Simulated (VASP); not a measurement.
# ScTeAs3 (Pm-3m) in VASP: further runs, part 2 of 2

VASP 6.6.1.

**5. Relaxation of cell and atoms, PBE**

This run uses another cell than the first one, of 28.80 Å³/atom.

Input file INCAR:

```
SYSTEM = ScTeAs3
ALGO     = Normal         ! electronic algorithm
EDIFF    = 1E-6           ! SCF threshold, eV
EDIFFG   = -0.01          ! ionic threshold
ENCUT    = 600            ! plane-wave cutoff, eV
GGA      = PE             ! functional
IBRION   = 2              ! ionic algorithm
ISIF     = 3              ! what is computed and relaxed
ISMEAR   = 0              ! smearing method
LASPH    = .TRUE.         ! aspherical terms in the spheres
LCHARG   = .FALSE.        ! write CHGCAR
LREAL    = .FALSE.        ! projectors in reciprocal space
LWAVE    = .FALSE.        ! write WAVECAR
NELM     = 80             ! most SCF steps
NSW      = 100            ! ionic steps
PREC     = Accurate       ! precision mode
SIGMA    = 0.1            ! smearing width, eV
```

Input file KPOINTS:

```
k-points
0
G
  8 8 8
  0 0 0
```

Input file POSCAR:

```
ScTeAs3
1.0
    5.2412475279      0.0000000000      0.0000000000
    0.0000000000      5.2412475279      0.0000000000
    0.0000000000      0.0000000000      5.2412475279
Sc Te As
1 1 3
Direct
    0.5000000000      0.5000000000      0.5000000000
    0.0000000000      0.0000000000      0.0000000000
    0.5000000000      0.0000000000      0.0000000000
    0.0000000000      0.5000000000      0.0000000000
    0.0000000000      0.0000000000      0.5000000000
```

Potentials or basis: VASP PAW PBE potentials, release 64 (Sc_sv, Te, As).

Command:

```
$ cat potpaw_PBE.64/Sc_sv/POTCAR potpaw_PBE.64/Te/POTCAR potpaw_PBE.64/As/POTCAR > POTCAR
$ mpirun -np 1 vasp_std > vasp.out
```

OUTCAR:

```text
SYSTEM = ScTeAs3
   EDIFF = 1E-6
   EDIFFG = -0.01
   ENCUT = 600
   GGA = PE
   IBRION = 2
   ISIF = 3
   ISMEAR = 0
   LASPH = .TRUE.
   LREAL = .FALSE.
   NELM = 80
   NSW = 100
   PREC = Accurate

 ion  position               nearest neighbor table
   1  0.500  0.500  0.500-
   2  0.000  0.000  0.000-   3 2.62   4 2.62   5 2.62   5 2.62   4 2.62   3 2.62
   3  0.500  0.000  0.000-   2 2.62   2 2.62
   4  0.000  0.500  0.000-   2 2.62   2 2.62
   5  0.000  0.000  0.500-   2 2.62   2 2.62

  LATTYP: Found a simple cubic cell.
 ALAT       =     5.2412475279

  Lattice vectors:

 A1 = (   5.2412475279,   0.0000000000,   0.0000000000)
 A2 = (   0.0000000000,   5.2412475279,   0.0000000000)
 A3 = (   0.0000000000,   0.0000000000,   5.2412475279)

Analysis of symmetry for initial positions (statically):
=====================================================================
 Subroutine PRICEL returns:
 Original cell was already a primitive cell.

 Routine SETGRP: Setting up the symmetry group for a
 simple cubic supercell.

 Subroutine GETGRP returns: Found 48 space group operations
 (whereof 48 operations were pure point group operations)
 out of a pool of 48 trial point group operations.

The static configuration has the point symmetry O_h .

Analysis of symmetry for dynamics (positions and initial velocities):
=====================================================================
 Subroutine PRICEL returns:
 Original cell was already a primitive cell.

 Routine SETGRP: Setting up the symmetry group for a
 simple cubic supercell.

 Subroutine GETGRP returns: Found 48 space group operations
 (whereof 48 operations were pure point group operations)
 out of a pool of 48 trial point group operations.

The dynamic configuration has the point symmetry O_h .

 Subroutine INISYM returns: Found 48 space group operations
 (whereof 48 operations are pure point group operations),
 and found     1 'primitive' translations
[... 123 lines left out ...]
  Fermi-wavevector in a.u.,A,eV,Ry     =   0.991646  1.873940 13.379459  0.983362
  Thomas-Fermi vector in A             =   2.123402
   LORBIT       =      0    0 simple, 1 ext, 2 COOP (PROOUT), +10 PAW based schemes
   GGA     = PE    functional components
   LHFCALC =     F    Hartree Fock is set to
   AEXX    =    0.0000 exact exchange contribution
   IVDW    =     0    specifies the selected vdW correction
   LEPSILON=     F    determine dielectric tensor
   LRPA    =     F    only Hartree local field effects (RPA)
 conjugate gradient relaxation of ions
 non-spin polarized calculation
 Gauss-broadening in eV      SIGMA  =   0.10
  energy-cutoff  :      600.00
  volume of cell :      143.98
 maximum number of plane-waves:      4830
 NGX is ok and might be reduce to    42
   NGX = 21   NGY = 21   NGZ = 21

--------------------------------------- Ionic step        1  -------------------------------------------

 number of electron      32.0000000 magnetization

 Free energy of the ion-electron system (eV)
  ---------------------------------------------------
  ext. energy  EPLUGINS =         0.00000000
  ---------------------------------------------------
  free energy    TOTEN  =       -19.96964606 eV

  energy without entropy =      -19.95126458  energy(sigma->0) =      -19.96045532

------------------------ aborting loop because EDIFF is reached ----------------------------------------

  FORCE on cell =-STRESS in cart. coord.  units (eV):
  Direction    XX          YY          ZZ          XY          YZ          ZX
  --------------------------------------------------------------------------------------
  -------------------------------------------------------------------------------------
  Total       -0.6029726     -0.6029726     -0.6029726     -0.0000000     -0.0000000     -0.0000000
  in kB       -6.7097162     -6.7097162     -6.7097162     -0.0000000     -0.0000000     -0.0000000
  external PRESSURE =      -6.7097162 kB  Pullay stress =       0.0000000 kB
[... 65 lines left out ...]
--------------------------------------- Ionic step        3  -------------------------------------------

 number of electron      31.9999995 magnetization

 Free energy of the ion-electron system (eV)
  ---------------------------------------------------
  ext. energy  EPLUGINS =         0.00000000
  ---------------------------------------------------
  free energy    TOTEN  =       -19.97368453 eV

  energy without entropy =      -19.95585666  energy(sigma->0) =      -19.96477059

 E-fermi :   3.9118     XC(G=0):  -9.0952

 val. band max:        3.9073718793   @ k =   0.1250   0.1250   0.1250
 cond. band min:       3.9186428952   @ k =   0.5000   0.3750   0.1250
 fundamental gap:      0.0112710159
 Fermi energy:         3.9118155056

 k-point     1 :       0.0000    0.0000    0.0000
  band No.  band energies     occupation
      1     -47.4609      2.00000
      2     -26.0121      2.00000
      3     -26.0121      2.00000
      4     -26.0121      2.00000
      5     -10.6359      2.00000
      6      -5.7674      2.00000
[... 541 lines left out ...]
     19       4.7298      0.00000
     20       4.7778      0.00000

 [... further k-points ...]
[... 5 lines left out ...]
  --------------------------------------------------------------------------------------
  -------------------------------------------------------------------------------------
  Total       -0.0014252     -0.0014252     -0.0014252      0.0000000      0.0000000      0.0000000
  in kB       -0.0160731     -0.0160731     -0.0160731      0.0000000      0.0000000      0.0000000
  external PRESSURE =      -0.0160731 kB  Pullay stress =       0.0000000 kB
[... 20 lines left out ...]
  FREE ENERGIE OF THE ION-ELECTRON SYSTEM (eV)
  ---------------------------------------------------
  free  energy   TOTEN  =       -19.9736845250 eV

  energy  without entropy=      -19.9558566577  energy(sigma->0) =      -19.96477059

 reached required accuracy - stopping structural energy minimisation
```

CONTCAR:

```text
ScTeAs3
   1.00000000000000
     5.2178476511323524    0.0000000000000000   -0.0000000000000000
    -0.0000000000000000    5.2178476511323524    0.0000000000000000
    -0.0000000000000000   -0.0000000000000000    5.2178476511323524
  Sc              Te              As
     1     1     3
Direct
     0.5000000000000000    0.5000000000000000    0.5000000000000000
     0.0000000000000000    0.0000000000000000    0.0000000000000000
     0.5000000000000000    0.0000000000000000    0.0000000000000000
     0.0000000000000000    0.5000000000000000    0.0000000000000000
     0.0000000000000000    0.0000000000000000    0.5000000000000000

  0.00000000E+00  0.00000000E+00  0.00000000E+00
  0.00000000E+00  0.00000000E+00  0.00000000E+00
  0.00000000E+00  0.00000000E+00  0.00000000E+00
  0.00000000E+00  0.00000000E+00  0.00000000E+00
  0.00000000E+00  0.00000000E+00  0.00000000E+00
```

Wall time 2.8 min (1 thread of Intel Xeon 6975P-C (Granite Rapids), shared host); peak memory 0.35 GiB.

What came out:

```
Free energy                           : -19.9737 eV
Relaxed volume                        : 28.41 Å³/atom
Relaxed cell                          : a = 5.218 Å, b = 5.218 Å, c = 5.218 Å, α = 90.00°, β = 90.00°, γ = 90.00°
Space group after relaxing (to 0.1 Å) : Pm-3m (No. 221)
Energy gained by relaxing             : 0.8 meV/atom
Ionic steps                           : 3
Pressure after relaxing               : 0.0 GPa
Band gap on the k mesh                : zero (bands 16 and 17 overlap by 1.20 eV)
```

The path:
```csv
step,energy change (eV),largest force (eV/Å),pressure (GPa),volume (Å³)
1,0.0000,0.0000,-0.67,143.98
2,-0.0037,0.0000,0.21,141.48
3,-0.0040,0.0000,0.00,142.06
```

Final structure:
```cif
data_structure
_symmetry_space_group_name_H-M 'P 1'
_symmetry_Int_Tables_number 1
_cell_length_a 5.2178
_cell_length_b 5.2178
_cell_length_c 5.2178
_cell_angle_alpha 90.000
_cell_angle_beta 90.000
_cell_angle_gamma 90.000
_cell_volume 142.06
loop_
_atom_site_label
_atom_site_type_symbol
_atom_site_fract_x
_atom_site_fract_y
_atom_site_fract_z
_atom_site_occupancy
Sc1 Sc 0.50000 0.50000 0.50000 1
Te1 Te 0.00000 0.00000 0.00000 1
As1 As 0.50000 0.00000 0.00000 1
As2 As 0.00000 0.50000 0.00000 1
As3 As 0.00000 0.00000 0.50000 1
```

Levels at points of the mesh, in eV from the Fermi level:
| k point | band 14 | band 15 | band 16 | band 17 | band 18 | band 19 |
| --- | --- | --- | --- | --- | --- | --- |
| (0.00, 0.00, 0.00) | -0.43 | -0.19 | -0.19 | -0.19 | 0.48 | 0.48 |
| (0.50, 0.00, 0.00) | -1.36 | -0.71 | -0.71 | -0.30 | 0.24 | 0.59 |
| (0.50, 0.50, 0.00) | -1.60 | -0.63 | 0.13 | 0.13 | 0.38 | 0.50 |
| (0.50, 0.50, 0.50) | -0.33 | -0.33 | -0.33 | 0.36 | 0.71 | 0.71 |

Caveat: spin-orbit coupling is left out, which moves the levels of the heavy elements.

**6. Summary**

| task | spin | cell | k mesh | cutoff (eV) | gap on the mesh (eV) | pressure (GPa) | relaxed volume (Å³/atom) |
| --- | --- | --- | --- | --- | --- | --- | --- |
| relaxation of cell and atoms | off | relaxed from a = 5.172 Å, 5 atoms | 4 × 4 × 4 | 600 | none | 0.0 | 28.71 |
| single point | off | a = 5.214 Å, 5 atoms | 8 × 8 × 8 | 520 | none | 0.1 | - |
| single point | collinear | a = 5.241 Å, 5 atoms | 4 × 4 × 4 | 520 | none | -0.1 | - |
| relaxation of cell and atoms | off | relaxed from a = 5.241 Å, 5 atoms | 8 × 8 × 8 | 600 | none | 0.0 | 28.41 |

Alike in all rows: level PBE; potentials or basis VASP PAW PBE potentials, release 64 (Sc_sv, Te, As); smearing gaussian 0.1 eV.

Caveats: spin-orbit coupling is left out, which moves the levels of the heavy elements.

Total energies depend on the potentials used, so only differences within one code and one set of settings carry meaning.

The gap in the log of VASP goes by the Fermi energy; the results here count the filled bands.